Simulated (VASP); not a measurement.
Write the native input for VASP 6.6.1 that does the following.

```
Task                   : single point
Functional             : PBE
Potentials or basis    : VASP PAW PBE potentials, release 64 (C, O)
Cutoff                 : 520 eV
k mesh                 : 4 × 4 × 4
Occupations            : gaussian, width 0.05 eV
Spin                   : no spin polarisation
Dipole correction      : no
Further INCAR settings : ALGO = Normal; EDIFF = 1e-06; NBANDS = 44
```

The structure of CO2 lies in POSCAR:

```
CO2
1.0
    5.5348310654      0.0000000000      0.0000000000
    0.0000000000      5.5348310654      0.0000000000
    0.0000000000      0.0000000000      6.0955094524
C O
4 8
Direct
    0.0000000000      0.0000000000      0.0000000000
    0.5000000000      0.0000000000      0.5000000000
    0.5000000000      0.5000000000      0.0000000000
    0.0000000000      0.5000000000      0.5000000000
    0.1114834447      0.1114834447      0.1114834447
    0.3885165553      0.8885165553      0.6114834447
    0.6114834447      0.3885165553      0.8885165553
    0.8885165553      0.6114834447      0.3885165553
    0.8885165553      0.8885165553      0.8885165553
    0.6114834447      0.1114834447      0.3885165553
    0.3885165553      0.6114834447      0.1114834447
    0.1114834447      0.3885165553      0.6114834447
```

This cell differs from its parent crystal: volume 15.561 Å^3 an atom, c/a of the conventional cell 1.1013.

These files were run (other wordings do the same):

INCAR

```
SYSTEM = CO2
PREC = Accurate
ENCUT = 520
EDIFF = 1E-6
ISMEAR = 0
SIGMA = 0.05
LREAL = .FALSE.
LASPH = .TRUE.
NELM = 80
ALGO = Normal
ISIF = 2
LWAVE = .FALSE.
LCHARG = .TRUE.
GGA = PE
LELF = .TRUE.
LVHAR = .TRUE.
NBANDS = 44
```

KPOINTS

```
regular mesh
0
G
  4 4 4
  0 0 0
```

Potentials or basis: VASP PAW PBE potentials, release 64 (C, O).

Launch:

```bash
$ cat potpaw_PBE.64/C/POTCAR potpaw_PBE.64/O/POTCAR > POTCAR
$ mpirun -np 1 vasp_std > vasp.out
```

It gave:

```
Pressure               : 23.2 GPa
Largest force          : 9.048 eV/Å
Band gap on the k mesh : 7.13 eV, direct
```

Caveat: forces of over 1 eV/Å act on the atoms, so gaps and moduli don't describe the material at rest.

It took 110 s on 1 thread of Intel(R) Xeon(R) 6975P-C (Granite Rapids) (shared host), peak memory 0.36 GiB.
